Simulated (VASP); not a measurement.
CuO, 4 atoms in the cell. The typed cell holds 4 atoms: a = 3.017 Å, b = 3.017 Å, c = 5.216 Å, α = 90.00°, β = 90.00°, γ = 89.98°. 

```yaml
Program: VASP 6.6.1
Task: relaxation of shape and atoms at fixed volume
Functional: PBE
Potentials_or_basis: VASP PAW PBE potentials, release 64 (Cu, O)
Cutoff: 600 eV
k_mesh: 14 × 14 × 8
Occupations: gaussian, width 0.1 eV
Spin: no spin polarisation
Dipole_correction: no
Further_INCAR_settings: ALGO = Normal; EDIFF = 1e-07; IBRION = 2; EDIFFG = -0.01; NSW = 50; ISIF = 4
```

Potentials or basis: VASP PAW PBE potentials, release 64 (Cu, O).

The run is started by

```sh
$ cat potpaw_PBE.64/Cu/POTCAR potpaw_PBE.64/O/POTCAR > POTCAR
$ mpirun -np 1 vasp_std > vasp.out
```

Hardware: 1 thread of AMD EPYC 9R45 96-Core Processor (Zen 5), with other jobs on the host.

**Question.** How long does it take, and how much memory?

**Answer.** It took 8.7 min on 1 thread of AMD EPYC 9R45 96-Core Processor (Zen 5) (shared host), peak memory 0.5 GiB. Counts: scf iterations 30, k points 429, ion steps 3.
